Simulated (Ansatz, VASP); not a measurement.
## BaS in VASP and in Ansatz

The input INCAR:

```
SYSTEM = BaS
PREC = Accurate
ENCUT = 520
EDIFF = 1E-6
ISMEAR = -1
SIGMA = 0.02
LREAL = .False.
LASPH = .True.
NELM = 80
ALGO = Normal
ISIF = 2
LWAVE = .False.
LCHARG = .False.
GGA = PS
NBANDS = 15
```

Contents of KPOINTS:

```
regular mesh
0
Gamma
  8 8 8
  0 0 0
```

File POSCAR:

```
BaS
1.0
    0.0000000000      3.1396081846      3.1396081846
    3.1396081846      0.0000000000      3.1396081846
    3.1396081846      3.1396081846      0.0000000000
Ba S
1 1
Direct
    0.0000000000      0.0000000000      0.0000000000
    0.5000000000      0.5000000000      0.5000000000
```

Input for Ansatz:

```yaml
crystal:
  lattice:
    - [0.0, 3.1396081846, 3.1396081846]
    - [3.1396081846, 0.0, 3.1396081846]
    - [3.1396081846, 3.1396081846, 0.0]
  atoms:
    - { symbol: Ba, position: [0.0, 0.0, 0.0] }
    - { symbol: S, position: [0.5, 0.5, 0.5] }
kpoints:
  mp_grid: { grid: [8, 8, 8] }
scf:
  occupations: { method: fermi_dirac, width: 0.02 }
hamiltonian:
  xc: pbesol
  pseudopotentials: { kind: all_electron, lapw: { basis_error: 0.00025 } }
output:
  forces: true
  stress: true
  eigenvalues: true
```

Change from the starting cell: volume scaled by 0.95.

Alike in both runs: task single point; functional PBEsol; k mesh 8 × 8 × 8; occupations fermi-dirac, width 0.02 eV; no spin polarisation.

|  | VASP | Ansatz |
| --- | --- | --- |
| version | VASP 6.6.1 | Ansatz 0.2.0 |
| potentials or method | VASP PAW PBE potentials, release 64 (Ba_sv, S), cutoff 520 eV | all-electron LAPW, scalar-relativistic |

Ansatz gave:

| Item | Value |
| --- | --- |
| gap on the k mesh at the Fermi level (eV) | 1.99 |
| pressure (GPa) | 1.2 |

**Question.** What did VASP give for the same quantities?

**Answer.** gap on the k mesh at the Fermi level (eV): 1.88; pressure (GPa): 2.0.

VASP's potentials were made for PBE, not for PBEsol. Ansatz ran all-electron here, and VASP with PAW potentials.

Spin-orbit coupling is off throughout.
